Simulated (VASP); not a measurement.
Input of a VASP 6.6.1 run:

File INCAR:

```
ALGO = Normal ; EDIFF = 1E-6
ENCUT = 520 ; GGA = PE
ISIF = 2 ; ISMEAR = 0
IVDW = 12 ; LASPH = T
LCHARG = F ; LREAL = F
LWAVE = F ; NBANDS = 8
NELM = 80 ; PREC = Accurate
SIGMA = 0.15
```

KPOINTS

```
k-points
0
Gamma
  18 18 18
```

File POSCAR:

```
Sb
1.0
    0.0000000000      2.3475300964      2.3712425216
    2.3712425216      0.0000000000      2.3712425216
    2.3712425216      2.3475300964      0.0000000000
Sb
1
Direct
    0.0000000000      0.0000000000      0.0000000000
```

Potentials or basis: VASP PAW PBE potentials, release 64 (Sb).

Command:

```bash
$ cat potpaw_PBE.64/Sb/POTCAR > POTCAR
$ mpirun -np 1 vasp_std > vasp.out
```

Estimate the pressure.

-0.8 GPa.

Predict the dispersion energy per atom.

-0.535 eV.

Stress tensor (GPa, compression positive):
```
-0.73  0.00  0.00
 0.00 -0.92  0.00
 0.00  0.00 -0.73
```

Caveat: the cell differs from its parent crystal (strain -0.0100 x Voigt [0, 1, 0, 0, 0, 0]); pairwise dispersion overbinds metals, which lowers pressure and volume.
